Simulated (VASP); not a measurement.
# Sc (P6_3/mmc) in VASP: settings compared, part 2 of 2

VASP 6.6.1. Earlier steps stand in the parts before.

### Step 3. Single point, r2SCAN

This run uses another cell than the first one, of 24.89 Å³/atom, 1.015 times its volume.

POSCAR reads:

```
Sc
1.0
    3.3288809222      0.0000000000      0.0000000000
   -1.6644404611      2.8828954448      0.0000000000
    0.0000000000      0.0000000000      5.1868184138
Sc
2
Direct
    0.3333333333      0.6666666667      0.7500000000
    0.6666666667      0.3333333333      0.2500000000
```

INCAR.step1 reads:

```
PREC = Accurate
ENCUT = 550
ISMEAR = 0
SIGMA = 0.05
LREAL = F
LASPH = T
NELM = 120
NBANDS = 18
GGA = PE
ALGO = Normal
EDIFF = 1E-5
LWAVE = T
LCHARG = F
GGA_COMPAT = F
```

INCAR.step2 reads:

```
PREC = Accurate
ENCUT = 550
EDIFF = 1E-6
ISMEAR = 0
SIGMA = 0.05
LREAL = F
LASPH = T
NELM = 120
ALGO = Normal
ISIF = 2
LWAVE = F
LCHARG = F
METAGGA = R2SCAN
LMIXTAU = T
NBANDS = 18
ISTART = 1
GGA_COMPAT = F
```

KPOINTS reads:

```
regular mesh
0
Gamma
  14 14 8
```

Potentials or basis: VASP PAW PBE potentials, release 64 (Sc_sv).

Run with:

```bash
$ cat potpaw_PBE.64/Sc_sv/POTCAR > POTCAR
$ cp INCAR.step1 INCAR
$ mpirun -np 1 vasp_std > vasp.out
$ cp INCAR.step2 INCAR
$ mpirun -np 1 vasp_std > vasp.out
```

OUTCAR:

```text
PREC = Accurate
   ENCUT = 550
   EDIFF = 1E-6
   ISMEAR = 0
   LREAL = F
   LASPH = T
   NELM = 120
   ISIF = 2
   METAGGA = R2SCAN
   ISTART = 1

 ion  position               nearest neighbor table
   1  0.333  0.667  0.750-   2 3.23   2 3.23   2 3.23   2 3.23   2 3.23   2 3.23
   2  0.667  0.333  0.250-   1 3.23   1 3.23   1 3.23   1 3.23   1 3.23   1 3.23

  LATTYP: Found a hexagonal cell.
 ALAT       =     3.3288809222
 C/A-ratio  =     1.5581267504

  Lattice vectors:

 A1 = (   3.3288809222,   0.0000000000,   0.0000000000)
 A2 = (  -1.6644404611,   2.8828954448,   0.0000000000)
 A3 = (   0.0000000000,   0.0000000000,   5.1868184138)

Analysis of symmetry for initial positions (statically):
=====================================================================
 Subroutine PRICEL returns:
 Original cell was already a primitive cell.

 Routine SETGRP: Setting up the symmetry group for a
 hexagonal supercell.

 Subroutine GETGRP returns: Found 24 space group operations
 (whereof 12 operations were pure point group operations)
 out of a pool of 24 trial point group operations.

The static configuration has the point symmetry D_3d.
 The point group associated with its full space group is D_6h.

Analysis of symmetry for dynamics (positions and initial velocities):
=====================================================================
 Subroutine PRICEL returns:
 Original cell was already a primitive cell.

 Routine SETGRP: Setting up the symmetry group for a
 hexagonal supercell.

 Subroutine GETGRP returns: Found 24 space group operations
 (whereof 12 operations were pure point group operations)
 out of a pool of 24 trial point group operations.

The dynamic configuration has the point symmetry D_3d.
 The point group associated with its full space group is D_6h.

 Subroutine INISYM returns: Found 24 space group operations
 (whereof 12 operations are pure point group operations),
 and found     1 'primitive' translations

----------------------------------------------------------------------------------------

                                     Primitive cell

  volume of cell :      49.7769

  direct lattice vectors                    reciprocal lattice vectors
     3.328880922  0.000000000  0.000000000     0.300401253  0.173436744  0.000000000
    -1.664440461  2.882895445  0.000000000     0.000000000  0.346873489  0.000000000
     0.000000000  0.000000000  5.186818414     0.000000000  0.000000000  0.192796416

  length of vectors
     3.328880922  3.328880922  5.186818414     0.346873489  0.346873489  0.192796416

  position of ions in fractional coordinates (direct lattice)
     0.333333333  0.666666667  0.750000000
     0.666666667  0.333333333  0.250000000

  ion indices of the primitive-cell ions
   primitive index   ion index
                 1           1
                 2           2

----------------------------------------------------------------------------------------

 KPOINTS: regular mesh

Automatic generation of k-mesh.
 Grid dimensions read from file:
 generate k-points for:   14   14    8

 Generating k-lattice:

  Cartesian coordinates                     Fractional coordinates (reciprocal lattice)
     0.021457232  0.012388339  0.000000000     0.071428571  0.000000000  0.000000000
     0.000000000  0.024776678  0.000000000     0.000000000  0.071428571  0.000000000
     0.000000000  0.000000000  0.024099552     0.000000000  0.000000000  0.125000000

  Length of vectors
     0.024776678  0.024776678  0.024099552

  Shift w.r.t. Gamma in fractional coordinates (k-lattice)
     0.000000000  0.000000000  0.000000000

 Subroutine IBZKPT returns following result:
 ===========================================

 Found    120 irreducible k-points:

 Following reciprocal coordinates:
            Coordinates               Weight
  0.000000  0.000000  0.000000      1.000000
  0.071429 -0.000000  0.000000      6.000000
  0.142857  0.000000  0.000000      6.000000
  0.214286  0.000000  0.000000      6.000000
  0.285714  0.000000  0.000000      6.000000
  0.357143  0.000000  0.000000      6.000000
[... 16 lines left out ...]
  0.285714  0.285714  0.000000      6.000000
  0.357143  0.285714  0.000000      6.000000
 [... further k-points ...]
   k-points           NKPTS =    120   k-points in BZ     NKDIM =    120   number of bands    NBANDS=     18
   number of dos      NEDOS =    301   number of ions     NIONS =      2
   total plane-waves  NPLWV =  31360
   dimension x,y,z NGX =    28 NGY =   28 NGZ =   40
   dimension x,y,z NGXF=    56 NGYF=   56 NGZF=   80
   ions per type =               2
   NGX,Y,Z   is equivalent  to a cutoff of  13.98, 13.98, 12.82 a.u.
   NGXF,Y,Z  is equivalent  to a cutoff of  27.97, 27.97, 25.64 a.u.
 SYSTEM =  unknown system
   PREC   = accura    normal or accurate (medium, high low for compatibility)
   ISTART =      1    job   : 0-new  1-cont  2-samecut
   ICHARG =      0    charge: 1-file 2-atom 10-const
   ISPIN  =      1    spin polarized calculation?
   LNONCOLLINEAR =      F non collinear calculations
   LSORBIT =      F    spin-orbit coupling
   LASPH  =      T    aspherical Exc in radial PAW
   ENCUT  =  550.0 eV  40.42 Ry    6.36 a.u.   6.37  6.37  9.92*2*pi/ulx,y,z
   NELM   =    120;   NELMIN=  2; NELMDL=  0     # of ELM steps
   EDIFF  = 0.1E-05   stopping-criterion for ELM
   LREAL  =      F    real-space projection
   EDIFFG = 0.1E-04   stopping-criterion for IOM
   NSW    =      0    number of steps for IOM
   IBRION =     -1    ionic relax: 0-MD 1-quasi-New 2-CG
   NFREE  =      0    steps in history (QN), initial steepest desc. (CG)
   ISIF   =      2    stress and relaxation
   ISYM   =      2    0-nonsym 1-usesym 2-fastsym
   POTIM  = 0.5000    time-step for ionic-motion
   TEBEG  =    0.0;   TEEND  =   0.0 temperature during run
   PSTRESS=    0.0 pullay stress
   NELECT =      22.0000    total number of electrons
   NUPDOWN=      -1.0000    fix difference up-down
   EMIN   =  10.00;   EMAX   =-10.00  energy-range for DOS
   EFERMI =   0.00;   METHOD = LEGACY
   ISMEAR =     0;   SIGMA  =   0.05  broadening in eV -4-tet -1-fermi 0-gaus
   EFERMI_NEDOS =   21; number of points for ismear=-14 and -15
   IALGO  =     38    algorithm
   IMIX   =      4    mixing-type and parameters
     AMIX     =   0.40;   BMIX     =  1.00
     AMIX_MAG =   1.60;   BMIX_MAG =  1.00
  volume/ion in A,a.u.               =      24.89       167.96
  Fermi-wavevector in a.u.,A,eV,Ry     =   1.247019  2.356524 21.157819  1.555056
  Thomas-Fermi vector in A             =   2.381170
   LORBIT       =      0    0 simple, 1 ext, 2 COOP (PROOUT), +10 PAW based schemes
   METAGGA = R2SCAN    functional components
   LHFCALC =     F    Hartree Fock is set to
   AEXX    =    0.0000 exact exchange contribution
   IVDW    =     0    specifies the selected vdW correction
   LEPSILON=     F    determine dielectric tensor
   LRPA    =     F    only Hartree local field effects (RPA)
 non-spin polarized calculation
 Gauss-broadening in eV      SIGMA  =   0.05
  energy-cutoff  :      550.00
  volume of cell :       49.78
 maximum number of plane-waves:      1484
 NGX is ok and might be reduce to    28
   NGX = 13   NGY = 13   NGZ = 19

 number of electron      21.9999996 magnetization

 Free energy of the ion-electron system (eV)
  ---------------------------------------------------
  ext. energy  EPLUGINS =         0.00000000
  ---------------------------------------------------
  free energy    TOTEN  =       -22.71354648 eV

  energy without entropy =      -22.70842322  energy(sigma->0) =      -22.71098485

 E-fermi :   3.6635     XC(G=0): -10.5628

 val. band max:        3.6626546465   @ k =   0.2143   0.2143   0.2500
 cond. band min:       3.6640040734   @ k =   0.3571   0.0000   0.3750
 fundamental gap:      0.0013494269
 Fermi energy:         3.6634656541

 k-point     1 :       0.0000    0.0000    0.0000
  band No.  band energies     occupation
      1     -47.8814      2.00000
      2     -47.8103      2.00000
      3     -25.7417      2.00000
      4     -25.3907      2.00000
      5     -25.3907      2.00000
      6     -25.3248      2.00000
[... 10 lines left out ...]
     17       6.2303      0.00000
     18       6.2303      0.00000
[... 463 lines left out ...]
 k-point    24 :       0.3571    0.2857    0.0000
  band No.  band energies     occupation
      1     -47.8125      2.00000
      2     -47.8067      2.00000
      3     -25.6126      2.00000
      4     -25.5415      2.00000
      5     -25.5409      2.00000
      6     -25.4986      2.00000
[... 10 lines left out ...]
     17       7.6114      0.00000
     18       7.7813      0.00000

 [... further k-points ...]
[... 5 lines left out ...]
  --------------------------------------------------------------------------------------
  -------------------------------------------------------------------------------------
  Total        0.0527484      0.0527484      0.0910432      0.0000000      0.0000000      0.0000000
  in kB        1.6978210      1.6978210      2.9304188      0.0000000      0.0000000      0.0000000
  external PRESSURE =       2.1086869 kB  Pullay stress =       0.0000000 kB

 VOLUME and BASIS-vectors are now :
 -----------------------------------------------------------------------------
  energy-cutoff  :      550.00
  volume of cell :       49.78
      direct lattice vectors                 reciprocal lattice vectors
     3.328880922  0.000000000  0.000000000     0.300401253  0.173436744  0.000000000
    -1.664440461  2.882895445  0.000000000     0.000000000  0.346873489  0.000000000
     0.000000000  0.000000000  5.186818414     0.000000000  0.000000000  0.192796416

 POSITION                                       TOTAL-FORCE (eV/Angst)
 -----------------------------------------------------------------------------------
     -0.00000      1.92193      3.89011         0.000000      0.000000      0.000000
      1.66444      0.96097      1.29670        -0.000000     -0.000000      0.000000
 -----------------------------------------------------------------------------------
    total drift:                                0.000000     -0.000000      0.000000

  FREE ENERGIE OF THE ION-ELECTRON SYSTEM (eV)
  ---------------------------------------------------
  free  energy   TOTEN  =       -22.7135464763 eV

  energy  without entropy=      -22.7084232240  energy(sigma->0) =      -22.71098485
```

OSZICAR.step1:

```text
N       E                     dE             d eps       ncg     rms          rms(c)
DAV:   1     0.370551348195E+03    0.37055E+03   -0.11206E+04  4328   0.135E+03
DAV:   2     0.816976645209E+01   -0.36238E+03   -0.35505E+03  5256   0.539E+02
DAV:   3    -0.134528859292E+02   -0.21623E+02   -0.20810E+02  7134   0.158E+02
DAV:   4    -0.139034426530E+02   -0.45056E+00   -0.44599E+00  6588   0.216E+01
DAV:   5    -0.139081580853E+02   -0.47154E-02   -0.47129E-02  7392   0.245E+00    0.755E+00
DAV:   6    -0.126672594571E+02    0.12409E+01   -0.28660E+00  5680   0.186E+01    0.225E+00
DAV:   7    -0.125115547636E+02    0.15570E+00   -0.71584E-01  5842   0.842E+00    0.880E-01
DAV:   8    -0.125019655433E+02    0.95892E-02   -0.33946E-02  5682   0.232E+00    0.267E-01
DAV:   9    -0.125001431888E+02    0.18224E-02   -0.10381E-02  5888   0.105E+00    0.247E-02
DAV:  10    -0.125001592120E+02   -0.16023E-04   -0.15885E-04  6844   0.171E-01    0.942E-03
DAV:  11    -0.125001522944E+02    0.69176E-05   -0.51455E-06  3568   0.281E-02
   1 F= -.12500152E+02 E0= -.12497768E+02  d E =-.476954E-02
```

It took 5.2 min on 1 thread of AMD EPYC 9R14 (Zen 4), shared host; peak memory 0.21 GiB.

Results:

```yaml
Free_energy: -22.7135 eV
Pressure: 0.2 GPa
Band_gap_on_the_k_mesh: zero (band 11 reaches 4.76 eV, above the bottom of band 12 at 3.18 eV)
```

Stress tensor (GPa, compression positive):
```
0.17 0.00 0.00
0.00 0.17 0.00
0.00 0.00 0.29
```

Caveat: the PAW data sets were made with another functional, which shifts forces and pressure a little.
